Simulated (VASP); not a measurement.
Here is a VASP 6.6.1 calculation.

File INCAR:

```
SYSTEM = PbSe
PREC = Accurate ; ENCUT = 600
EDIFF = 1E-6 ; ISMEAR = 0
SIGMA = 0.05 ; LREAL = .FALSE.
LASPH = .TRUE. ; NELM = 100
ALGO = Normal ; ISIF = 4
LWAVE = .FALSE. ; LCHARG = .FALSE.
GGA = PE ; IBRION = 2
NSW = 60 ; EDIFFG = -0.01
```

File KPOINTS:

```
regular mesh
0
G
  8 8 6
  0 0 0
```

File POSCAR:

```
PbSe
1.0
    4.1774833433      0.0000000000      0.0000000000
   -2.0887416717      3.6178066992      0.0000000000
    0.0000000000      0.0000000000      7.5505979384
Pb Se
2 2
Direct
    0.3333333333      0.6666666667      0.2500000000
    0.6666666667      0.3333333333      0.7500000000
    0.0000000000      0.0000000000      0.0000000000
    0.0000000000      0.0000000000      0.5000000000
```

Potentials or basis: VASP PAW PBE potentials, release 64 (Pb_d, Se).

Command:

```console
$ cat potpaw_PBE.64/Pb_d/POTCAR potpaw_PBE.64/Se/POTCAR > POTCAR
$ mpirun -np 1 vasp_std > vasp.out
```

Q: Estimate the band gap on the k mesh.

A: Zero (bands 20 and 21 overlap by 0.08 eV).

Final structure:
```
Pb Se
1.0
     4.17328    0.00000    0.00000
    -2.08664    3.61417    0.00000
     0.00000    0.00000    7.56582
Pb Se
2 2
Cartesian
  0.0000 2.4094 1.8915
  2.0866 1.2047 5.6744
  0.0000 0.0000 7.5658
  0.0000 0.0000 3.7829
```

Caveat: semilocal functionals underestimate gaps, so a narrow gap can read as zero; spin-orbit coupling is left out, which moves the levels of the heavy elements.
